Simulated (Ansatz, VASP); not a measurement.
WC in VASP and in Ansatz

File INCAR:

```
ALGO = Normal ; EDIFF = 1E-6
EDIFFG = -0.01 ; ENCUT = 600
IBRION = 2 ; ISIF = 3
ISMEAR = -1 ; LASPH = T
LCHARG = F ; LREAL = F
LWAVE = F ; NELM = 80
NSW = 80 ; PREC = Accurate
SIGMA = 0.1
```

File KPOINTS:

```
k-points
0
Gamma
  12 12 11
```

The input POSCAR:

```
WC
1.0
    2.9065000000      0.0000000000      0.0000000000
   -1.4532500000      2.5171028400      0.0000000000
    0.0000000000      0.0000000000      2.8366000000
W C
1 1
Direct
    0.0000000000      0.0000000000      0.0000000000
    0.6666666700      0.3333333300      0.5000000000
```

Input for Ansatz:

```yaml
crystal:
  lattice:
    - [2.9065, 0.0, 0.0]
    - [-1.45325, 2.51710284, 0.0]
    - [0.0, 0.0, 2.8366]
  atoms:
    - { symbol: W, position: [0.0, 0.0, 0.0] }
    - { symbol: C, position: [0.66666667, 0.33333333, 0.5] }
  symmetry: { tolerance: 0.0003 }
hamiltonian:
  xc: lda
  pseudopotentials: { kind: paw, azcp: { folder: soft_1 } }
basis:
  ecutwfc: 420
magnetization:
  spin_polarized: false
scf:
  occupations: { method: fermi_dirac, width: 0.1 }
kpoints:
  mp_grid: { grid: [12, 12, 11], shift: [0, 0, 0] }
output:
  forces: true
  stress: true
  eigenvalues: true
relax:
  max_steps: 60
  cell: {}
```

Alike in both runs: task relaxation of cell and atoms; functional LDA; k mesh 12 × 12 × 11; occupations fermi-dirac, width 0.1 eV; no spin polarisation.

```csv
,VASP,Ansatz
version,VASP 6.6.1,Ansatz 0.2.0
potentials or method,"VASP PAW LDA potentials, release 64 (W_sv, C), cutoff 600 eV",PAW plane waves
valence electrons in the cell,18,18
```

Ansatz gave:

- gap on the k mesh at the Fermi level, each at its own relaxed structure (eV): none
- relaxed volume (Å³/atom): 10.13
- relaxed length of the cell vector where the two differ most in proportion (Å): 2.813

Problem. Which values does VASP return?

Solution. gap on the k mesh at the Fermi level, each at its own relaxed structure (eV): none; relaxed volume (Å³/atom): 10.19; relaxed length of the cell vector where the two differ most in proportion (Å): 2.818.

Ansatz warns that its potentials were made for another functional, while VASP's fit it. LDA's correlation is that of Perdew and Zunger in VASP and of Perdew and Wang (1992) in Ansatz. A gap of «none» marks a metal or a gap that the smearing closes.

Spin-orbit coupling is off throughout.
